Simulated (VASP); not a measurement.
# TaSi (rocksalt type) (Fm-3m) in VASP: a series of runs

TaSi (rocksalt type) is run at these levels: PBE; tasks: relaxation of cell and atoms.

Everything below comes from runs of VASP 6.6.1. Logs are shortened: lines on timing, memory, paths and dates and some standing lists are left out, and cuts for length are marked.

### 1 The cell of the first run

Symmetry: Fm-3m, No. 225, cubic system. The conventional cell has a = 4.067 Å, b = 4.067 Å, c = 4.067 Å, α = 90.00°, β = 90.00°, γ = 90.00°. Within 2.7 Å of Ta (site symmetry m-3m) lie 6 Si at 2.03 Å. Si (site symmetry m-3m) has 6 Ta at 2.03 Å within 2.7 Å.

### 2 Relaxation of cell and atoms, PBE, target pressure 430 GPa, at which the enthalpy is minimised

Input file INCAR:

```
ALGO     = Normal         # electronic algorithm
EDIFF    = 1E-7           # SCF threshold, eV
EDIFFG   = -0.005         # ionic threshold
ENCUT    = 600            # plane-wave cutoff, eV
GGA      = PE             # functional
IBRION   = 2              # ionic algorithm
ISIF     = 3              # what is computed and relaxed
ISMEAR   = -1             # smearing method
LASPH    = True           # aspherical terms in the spheres
LCHARG   = False          # write CHGCAR
LREAL    = False          # projectors in reciprocal space
LWAVE    = False          # write WAVECAR
NELM     = 60             # most SCF steps
NSW      = 32             # ionic steps
PREC     = Accurate       # precision mode
PSTRESS  = 4300.0       
SIGMA    = 0.1            # smearing width, eV
```

Input file KPOINTS:

```
k-points
0
Gamma
  16 16 16
```

Input file POSCAR:

```
TaSi
1.0
    0.0000000000      2.0337188204      2.0337188204
    2.0337188204      0.0000000000      2.0337188204
    2.0337188204      2.0337188204      0.0000000000
Ta Si
1 1
Direct
    0.0000000000      0.0000000000      0.0000000000
    0.5000000000      0.5000000000      0.5000000000
```

Potentials or basis: VASP PAW PBE potentials, release 64 (Ta_pv, Si).

Started as:

```
cat potpaw_PBE.64/Ta_pv/POTCAR potpaw_PBE.64/Si/POTCAR > POTCAR
mpirun -np 1 vasp_std > vasp.out
```

OUTCAR:

```text
EDIFF = 1E-7
   EDIFFG = -0.005
   ENCUT = 600
   GGA = PE
   IBRION = 2
   ISIF = 3
   ISMEAR = -1
   LASPH = True
   LREAL = False
   NELM = 60
   NSW = 32
   PREC = Accurate
   PSTRESS = 4300.0

 ion  position               nearest neighbor table
   1  0.000  0.000  0.000-   2 2.03   2 2.03   2 2.03   2 2.03   2 2.03   2 2.03
   2  0.500  0.500  0.500-   1 2.03   1 2.03   1 2.03   1 2.03   1 2.03   1 2.03

  LATTYP: Found a face centered cubic cell.
 ALAT       =     4.0674376408

  Lattice vectors:

 A1 = (   0.0000000000,   2.0337188204,   2.0337188204)
 A2 = (   2.0337188204,   0.0000000000,   2.0337188204)
 A3 = (   2.0337188204,   2.0337188204,   0.0000000000)

Analysis of symmetry for initial positions (statically):
=====================================================================
 Subroutine PRICEL returns:
 Original cell was already a primitive cell.

 Routine SETGRP: Setting up the symmetry group for a
 face centered cubic supercell.

 Subroutine GETGRP returns: Found 48 space group operations
 (whereof 48 operations were pure point group operations)
 out of a pool of 48 trial point group operations.

The static configuration has the point symmetry O_h .

Analysis of symmetry for dynamics (positions and initial velocities):
=====================================================================
 Subroutine PRICEL returns:
 Original cell was already a primitive cell.

 Routine SETGRP: Setting up the symmetry group for a
 face centered cubic supercell.

 Subroutine GETGRP returns: Found 48 space group operations
 (whereof 48 operations were pure point group operations)
 out of a pool of 48 trial point group operations.

The dynamic configuration has the point symmetry O_h .

 Subroutine INISYM returns: Found 48 space group operations
 (whereof 48 operations are pure point group operations),
 and found     1 'primitive' translations

----------------------------------------------------------------------------------------

                                     Primitive cell

  volume of cell :      16.8230

  direct lattice vectors                    reciprocal lattice vectors
     0.000000000  2.033718820  2.033718820    -0.245855029  0.245855029  0.245855029
     2.033718820  0.000000000  2.033718820     0.245855029 -0.245855029  0.245855029
     2.033718820  2.033718820  0.000000000     0.245855029  0.245855029 -0.245855029
[... 98 lines left out ...]
   EFERMI =   0.00;   METHOD = LEGACY
   ISMEAR =    -1;   SIGMA  =   0.10  broadening in eV -4-tet -1-fermi 0-gaus
   EFERMI_NEDOS =   21; number of points for ismear=-14 and -15
   IALGO  =     38    algorithm
   IMIX   =      4    mixing-type and parameters
     AMIX     =   0.40;   BMIX     =  1.00
     AMIX_MAG =   1.60;   BMIX_MAG =  1.00
  volume/ion in A,a.u.               =       8.41        56.76
  Fermi-wavevector in a.u.,A,eV,Ry     =   1.575691  2.977624 33.780567  2.482802
  Thomas-Fermi vector in A             =   2.676637
   LORBIT       =      0    0 simple, 1 ext, 2 COOP (PROOUT), +10 PAW based schemes
   GGA     = PE    functional components
   LHFCALC =     F    Hartree Fock is set to
   AEXX    =    0.0000 exact exchange contribution
   IVDW    =     0    specifies the selected vdW correction
   LEPSILON=     F    determine dielectric tensor
   LRPA    =     F    only Hartree local field effects (RPA)
 conjugate gradient relaxation of ions
 non-spin polarized calculation
  energy-cutoff  :      600.00
  volume of cell :       16.82
 maximum number of plane-waves:       573
   NGX = 11   NGY = 11   NGZ = 11

--------------------------------------- Ionic step        1  -------------------------------------------

 number of electron      15.0000000 magnetization

 Free energy of the ion-electron system (eV)
  ---------------------------------------------------
  ext. energy  EPLUGINS =         0.00000000
  ---------------------------------------------------
  free energy    TOTEN  =        -3.92150410 eV

  energy without entropy =       -3.90456589  energy(sigma->0) =       -3.91303500

------------------------ aborting loop because EDIFF is reached ----------------------------------------

  FORCE on cell =-STRESS in cart. coord.  units (eV):
  Direction    XX          YY          ZZ          XY          YZ          ZX
  --------------------------------------------------------------------------------------
  -------------------------------------------------------------------------------------
  Total       45.8951697     45.8951697     45.8951697     -0.0000000      0.0000000     -0.0000000
  in kB     4370.9399874   4370.9399874   4370.9399874     -0.0000000      0.0000000     -0.0000000
  external PRESSURE =      70.9399874 kB  Pullay stress =    4300.0000000 kB
[... 101 lines left out ...]
--------------------------------------- Ionic step        4  -------------------------------------------

 number of electron      14.9999999 magnetization

 Free energy of the ion-electron system (eV)
  ---------------------------------------------------
  ext. energy  EPLUGINS =         0.00000000
  ---------------------------------------------------
  free energy    TOTEN  =        -4.14809708 eV

  energy without entropy =       -4.13098527  energy(sigma->0) =       -4.13954117

 E-fermi :  16.6044     XC(G=0): -15.2694

 val. band max:       16.5589390073   @ k =  -0.1250   0.1875   0.0625
 cond. band min:      16.6212411642   @ k =   0.3125   0.0625   0.0000
 fundamental gap:      0.0623021569
 Fermi energy:        16.6044235932

 k-point     1 :       0.0000    0.0000    0.0000
  band No.  band energies     occupation
      1     -17.2903      2.00000
      2     -17.2903      2.00000
      3     -17.2903      2.00000
      4       0.6445      2.00000
      5      12.0458      2.00000
      6      12.0458      2.00000
      7      12.0458      2.00000
      8      14.2461      2.00000
      9      14.2461      2.00000
     10      21.9648      0.00000
     11      21.9648      0.00000
[... 309 lines left out ...]
 k-point    24 :      -0.0625    0.0625    0.0000
  band No.  band energies     occupation
      1     -17.5282      2.00000
      2     -17.3523      2.00000
      3     -17.3078      2.00000
      4       1.1834      2.00000
      5      11.5569      2.00000
      6      12.2331      2.00000
      7      12.3036      2.00000
      8      13.5029      2.00000
      9      14.2032      2.00000
     10      22.1820      0.00000
     11      22.3015      0.00000

 [... further k-points ...]

------------------------ aborting loop because EDIFF is reached ----------------------------------------

  FORCE on cell =-STRESS in cart. coord.  units (eV):
  Direction    XX          YY          ZZ          XY          YZ          ZX
  --------------------------------------------------------------------------------------
  -------------------------------------------------------------------------------------
  Total       45.3740837     45.3740837     45.3740837     -0.0000000      0.0000000     -0.0000000
  in kB     4299.9079199   4299.9079199   4299.9079199     -0.0000000      0.0000000     -0.0000000
  external PRESSURE =      -0.0920801 kB  Pullay stress =    4300.0000000 kB
[... 21 lines left out ...]
  energy  without entropy=       -4.1309852672  energy(sigma->0) =       -4.13954117

  enthalpy is  TOTEN    =        41.2269582441 eV   P V=       45.3750553269

 reached required accuracy - stopping structural energy minimisation
```

Run time: 37 s. Hardware: 1 thread of Intel Xeon Platinum 8375C at 2.90GHz (Ice Lake), shared host; peak memory 0.18 GiB.

Results:

```yaml
Free_energy: -4.1481 eV
Relaxed_volume: 8.45 Å³/atom
Relaxed_cell: a = 2.881 Å, b = 2.881 Å, c = 2.881 Å, α = 60.00°, β = 60.00°, γ = 60.00°
Space_group_after_relaxing_to_0.1_Å: Fm-3m (No. 225)
Energy_change_on_relaxing_the_run_minimises_the_enthalpy: -113.3 meV/atom
Ionic_steps: 4
Pressure_after_relaxing: 430.0 GPa
Band_gap_on_the_k_mesh: zero (an odd number of electrons rules out a gap without spin polarisation)
```

The path:
```
step  energy change (eV)  largest force (eV/Å)  pressure (GPa)  volume (Å³)
   1              0.0000                0.0000          437.09        16.82
   2             -2.3057                0.0000          365.68        17.75
   3             -0.2326                0.0000          429.81        16.91
   4             -0.2266                0.0000          429.99        16.91
```

Final structure:
```
CELL_PARAMETERS angstrom
0.00000 2.03709 2.03709
2.03709 0.00000 2.03709
2.03709 2.03709 0.00000
ATOMIC_POSITIONS crystal
Ta 0.00000 0.00000 0.00000
Si 0.50000 0.50000 0.50000
```

Caveat: the cell is relaxed towards a set pressure, so the run minimises the enthalpy, not the energy; spin-orbit coupling is left out, which moves the levels of the heavy elements.

### 3 Relaxation of cell and atoms, PBE, target pressure 430 GPa, at which the enthalpy is minimised

This run uses another cell than the first one, of 8.44 Å³/atom.

Input file INCAR:

```
SYSTEM = TaSi
  PREC = Accurate
  ENCUT = 600
  EDIFF = 1E-6
  ISMEAR = -1
  SIGMA = 0.1
  LREAL = .False.
  LASPH = .True.
  NELM = 100
  ALGO = Normal
  ISIF = 3
  LWAVE = .False.
  LCHARG = .False.
  GGA = PE
  IBRION = 2
  NSW = 60
  EDIFFG = -0.005
  PSTRESS = 4300.0
```

Input file KPOINTS:

```
Automatic mesh
0
Gamma
  16 16 16
  0 0 0
```

Input file POSCAR:

```
TaSi
1.0
    0.0000000000      2.0356669966      2.0356669966
    2.0356669966      0.0000000000      2.0356669966
    2.0356669966      2.0356669966      0.0000000000
Ta Si
1 1
Direct
    0.0000000000      0.0000000000      0.0000000000
    0.5000000000      0.5000000000      0.5000000000
```

Potentials or basis: VASP PAW PBE potentials, release 64 (Ta_pv, Si).

Started as:

```
cat potpaw_PBE.64/Ta_pv/POTCAR potpaw_PBE.64/Si/POTCAR > POTCAR
mpirun -np 1 vasp_std > vasp.out
```

It took 29 s on 1 thread of Intel Xeon Platinum 8375C at 2.90GHz (Ice Lake), shared host; peak memory 0.18 GiB.

Results (log left out):

- Free energy: -4.1490 eV
- Relaxed volume: 8.45 Å³/atom
- Relaxed cell: a = 2.881 Å, b = 2.881 Å, c = 2.881 Å, α = 60.00°, β = 60.00°, γ = 60.00°
- Space group after relaxing (to 0.1 Å): Fm-3m (No. 225)
- Energy change on relaxing (the run minimises the enthalpy): -48.1 meV/atom
- Ionic steps: 3
- Pressure after relaxing: 430.0 GPa
- Band gap on the k mesh: zero (an odd number of electrons rules out a gap without spin polarisation)

Step by step:
```
step  energy change (eV)  largest force (eV/Å)  pressure (GPa)  volume (Å³)
   1              0.0000                0.0000          432.99        16.87
   2             -1.0079                0.0000          401.59        17.26
   3             -0.0961                0.0000          429.98        16.91
```

Final structure:
```
Ta Si
1.0
     0.00000    2.03710    2.03710
     2.03710    0.00000    2.03710
     2.03710    2.03710    0.00000
Ta Si
1 1
Direct
  0.00000 0.00000 0.00000
  0.50000 0.50000 0.50000
```

Levels at points of the mesh, in eV from the Fermi level:
```csv
k point,band 3,band 4,band 5,band 6,band 7,band 8,band 9,band 10,band 11
"(0.00, 0.00, 0.00)",-33.89,-15.96,-4.56,-4.56,-4.56,-2.36,-2.36,5.36,5.36
"(0.50, 0.00, 0.00)",-34.20,-11.39,-6.49,-6.49,-5.73,3.48,3.48,4.68,7.01
"(0.50, 0.50, 0.00)",-34.65,-12.68,-9.16,-3.18,0.74,2.29,2.29,5.53,5.53
```

Caveat: the cell is relaxed towards a set pressure, so the run minimises the enthalpy, not the energy; spin-orbit coupling is left out, which moves the levels of the heavy elements.

### 4 Relaxation of cell and atoms, PBE

This run uses another cell than the first one, of 16.98 Å³/atom.

Input file INCAR:

```
PREC = Accurate
ENCUT = 600
EDIFF = 1E-6
ISMEAR = -1
SIGMA = 0.1
LREAL = F
LASPH = T
NELM = 80
ALGO = Normal
ISIF = 3
LWAVE = F
LCHARG = F
GGA = PE
IBRION = 2
NSW = 60
EDIFFG = -0.005
```

Input file KPOINTS:

```
Automatic mesh
0
Gamma
  13 13 13
```

Input file POSCAR:

```
TaSi
1.0
    0.0000000000      2.5705160848      2.5705160848
    2.5705160848      0.0000000000      2.5705160848
    2.5705160848      2.5705160848      0.0000000000
Ta Si
1 1
Direct
    0.0000000000      0.0000000000      0.0000000000
    0.5000000000      0.5000000000      0.5000000000
```

Started as:

```
cat potpaw_PBE.64/Ta_pv/POTCAR potpaw_PBE.64/Si/POTCAR > POTCAR
mpirun -np 1 vasp_std > vasp.out
```

It took 58 s on 1 thread of Intel Xeon Platinum 8375C at 2.90GHz (Ice Lake), shared host; peak memory 0.2 GiB.

The run converged. Its results:

- Free energy: -17.3489 eV
- Relaxed volume: 17.09 Å³/atom
- Relaxed cell: a = 3.643 Å, b = 3.643 Å, c = 3.643 Å, α = 60.00°, β = 60.00°, γ = 60.00°
- Space group after relaxing (to 0.1 Å): Fm-3m (No. 225)
- Energy gained by relaxing: 0.3 meV/atom
- Ionic steps: 3
- Pressure after relaxing: 0.0 GPa
- Band gap on the k mesh: zero (an odd number of electrons rules out a gap without spin polarisation)

The path:
| step | energy change (eV) | largest force (eV/Å) | pressure (GPa) | volume (Å³) |
| --- | --- | --- | --- | --- |
| 1 | 0.0000 | 0.0000 | 1.01 | 33.97 |
| 2 | 0.0008 | 0.0000 | -1.46 | 34.50 |
| 3 | -0.0006 | 0.0000 | 0.01 | 34.18 |

Final structure:
```cif
data_structure
_symmetry_space_group_name_H-M 'P 1'
_symmetry_Int_Tables_number 1
_cell_length_a 3.6426
_cell_length_b 3.6426
_cell_length_c 3.6426
_cell_angle_alpha 60.000
_cell_angle_beta 60.000
_cell_angle_gamma 60.000
_cell_volume 34.18
loop_
_atom_site_label
_atom_site_type_symbol
_atom_site_fract_x
_atom_site_fract_y
_atom_site_fract_z
_atom_site_occupancy
Ta1 Ta 0.00000 0.00000 0.00000 1
Si1 Si 0.50000 0.50000 0.50000 1
```

Levels at points of the mesh, in eV from the Fermi level:
| k point | band 6 | band 7 | band 8 | band 9 | band 10 | band 11 |
| --- | --- | --- | --- | --- | --- | --- |
| (0.00, 0.00, 0.00) | -1.21 | -1.21 | -0.56 | -0.56 | 2.32 | 2.32 |

Caveat: spin-orbit coupling is left out, which moves the levels of the heavy elements.

### 5 The runs side by side

| cell | k mesh | gap on the mesh (eV) | pressure (GPa) |
| --- | --- | --- | --- |
| relaxed to 430 GPa from a = 2.876 Å, angles 60.0°, 2 atoms | 16 × 16 × 16 | none | 430.0 |
| relaxed to 430 GPa from a = 2.879 Å, angles 60.0°, 2 atoms | 16 × 16 × 16 | none | 430.0 |
| relaxed from a = 3.635 Å, angles 60.0°, 2 atoms | 13 × 13 × 13 | none | 0.0 |

Alike in all rows: task relaxation of cell and atoms; level PBE; potentials or basis VASP PAW PBE potentials, release 64 (Ta_pv, Si); no spin polarisation; cutoff (eV) 600; smearing fermi-dirac 0.1 eV.

Caveats: spin-orbit coupling is left out, which moves the levels of the heavy elements; the cell is relaxed towards a set pressure, so the run minimises the enthalpy, not the energy (at least some runs).

Total energies depend on the potentials used, so only differences within one code and one set of settings carry meaning.
